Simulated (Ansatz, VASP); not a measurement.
One calculation of SiO2, two programs

```
Si O
1.0
     3.86450    0.00000    0.00000
     0.00000    3.86450    0.00000
     0.00000    0.00000    2.52457
Si O
2 4
Direct
  0.00000 0.00000 0.00000
  0.50000 0.50000 0.50000
  0.30075 0.30075 0.00000
  0.69925 0.69925 0.00000
  0.80075 0.19925 0.50000
  0.19925 0.80075 0.50000
```

Change from the starting cell: volume scaled by 0.8, PAW files.

Alike in both runs: task single point; functional PBEsol; k mesh 8 × 8 × 11; occupations fermi-dirac, width 0.05 eV; no spin polarisation.

|  | VASP | Ansatz |
| --- | --- | --- |
| version | VASP 6.6.1 | Ansatz 0.2.0 |
| potentials or method | VASP PAW PBE potentials, release 64 (Si, O) | PAW with Ansatz's default frozen-core files, scalar-relativistic |
| plane-wave cutoff (eV) | 520 | 420 |
| valence electrons in the cell | 32 | 32 |

|  | VASP | Ansatz | Ansatz less VASP |
| --- | --- | --- | --- |
| gap on the k mesh at the Fermi level (eV) | 6.79 | 6.81 | +0.026 |
| pressure (GPa) | 108.9 | 106.8 | -2.15 |
| traceless stress, the component that is largest in VASP (GPa) | 0.64 | 0.01 | -0.629 |
| rms of the force components (eV/Å) | 0.009 | 0.000 | -0.0090 |

VASP's potentials were made for PBE, not for PBEsol. Atom by atom the forces differ by 0.009 eV/Å (rms over components). Both programs put the cell under a high pressure, so it lies far from rest at this level.

Noted on VASP's run: the cell as given lies far from equilibrium.
